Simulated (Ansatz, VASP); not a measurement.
# Two plane-wave programs on AlN

```
Al N
1.0
     0.00000    2.21273    2.21273
     2.21273    0.00000    2.21273
     2.21273    2.21273    0.00000
Al N
1 1
Direct
  0.00000 0.00000 0.00000
  0.25000 0.25000 0.25000
```

Alike in both runs: task single point; functional RPBE; dispersion D3(BJ); k mesh 10 × 10 × 10; occupations fermi-dirac, width 0.05 eV; no spin polarisation.

|  | VASP | Ansatz |
| --- | --- | --- |
| version | VASP 6.6.1 | Ansatz 0.2.0 |
| potentials or method | VASP PAW PBE potentials, release 64 (Al, N) | Ansatz PAW |
| plane-wave cutoff (eV) | 600 | 420 |
| valence electrons in the cell | 8 | 8 |

VASP gave:

```
gap on the k mesh at the Fermi level (eV) : 3.34
least direct gap on the mesh (eV)         : 3.89
pressure (GPa)                            : -19.8
```

Task: Estimate Ansatz's values.

Result: gap on the k mesh at the Fermi level (eV): 3.34; least direct gap on the mesh (eV): 3.87; pressure (GPa): -19.0.

VASP's potentials were made for PBE, not for RPBE.
